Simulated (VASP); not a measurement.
Here is a VASP 6.6.1 calculation.

INCAR

```
SYSTEM = Be16H
ALGO = Normal
EDIFF = 1E-6
ENCUT = 520
GGA = PE
ISIF = 2
ISMEAR = 0
LASPH = .TRUE.
LCHARG = .TRUE.
LELF = .TRUE.
LREAL = Auto
LVHAR = .TRUE.
LWAVE = .FALSE.
NBANDS = 30
NELM = 60
PREC = Accurate
SIGMA = 0.1
```

File KPOINTS:

```
k-points
0
G
  5 5 3
  0 0 0
```

Contents of POSCAR:

```
Be16H
1.0
   -2.2900000000     -3.9663960000      0.0000000000
    3.4350000000     -1.9831980000      0.0000000000
    0.0000000000      0.0000000000      7.1768600000
Be H
16 1
Direct
    0.7501325080      0.4980417593     -0.0015048364
    0.5107924025      0.3307768855      0.2529918377
    0.7499157885      0.4986128546      0.5012583498
    0.5014050907      0.3347052861      0.7499462160
    0.5079245344     -0.0059670499     -0.0054767684
    0.2587106031      0.8196379276      0.2538309233
    0.5032143573     -0.0019904285      0.5025003971
    0.2507512197      0.8385261407      0.7485247030
    0.2522085034      0.5100959164     -0.0046810165
   -0.0114242659      0.3504446670      0.2544906826
    0.2516979373      0.5021986248      0.5046563539
    0.0005973888      0.3351211122      0.7505226520
   -0.0030459948     -0.0042443459     -0.0042908737
    0.7475433744      0.8335113035      0.2493098653
    0.0004510839     -0.0009001508      0.5023327751
    0.7516116799      0.8288040020      0.7468961356
    0.2375182071      0.1690429969      0.1872348074
```

Potentials or basis: VASP PAW PBE potentials, release 64 (Be, H).

Command:

```console
$ cat potpaw_PBE.64/Be/POTCAR potpaw_PBE.64/H/POTCAR > POTCAR
$ mpirun -np 1 vasp_std > vasp.out
```

(1) Predict the pressure.

(2) Predict the largest force.

Results:

(1) 0.8 GPa.

(2) 0.820 eV/Å.
